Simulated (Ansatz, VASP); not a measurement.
Two plane-wave programs on Al

```
CELL_PARAMETERS angstrom
0.02530 2.02398 2.02398
2.02398 0.02530 2.02398
2.04928 2.04928 0.00000
ATOMIC_POSITIONS crystal
Al 0.00000 0.00000 0.00000
```

Change from the starting cell: strain +0.0250 x Voigt [0, 0, 0, 0, 0, 1], atoms carried along.

Alike in both runs: task single point; functional PBEsol; k mesh 20 × 20 × 20; occupations gaussian, width 0.15 eV; no spin polarisation.

|  | VASP | Ansatz |
| --- | --- | --- |
| version | VASP 6.6.1 | Ansatz 0.2.0 |
| potentials or method | VASP PAW PBE potentials, release 64 (Al), cutoff 520 eV | scalar-relativistic, plane waves, PAW |
| valence electrons in the cell | 3 | 3 |

VASP gave:

| Item | Value |
| --- | --- |
| gap on the k mesh at the Fermi level (eV) | none |
| pressure (GPa) | -1.8 |
| traceless stress, the component that is largest in VASP (GPa) | -0.79 |

Task: Estimate Ansatz's values.

Result: gap on the k mesh at the Fermi level (eV): none; pressure (GPa): -1.9; traceless stress, the component that is largest in VASP (GPa): -0.78.

VASP's potentials were made for PBE, not for PBEsol. A gap of «none» marks a metal or a gap that the smearing closes. The functional is the same, so the differences come from potentials, cutoffs and numerics.
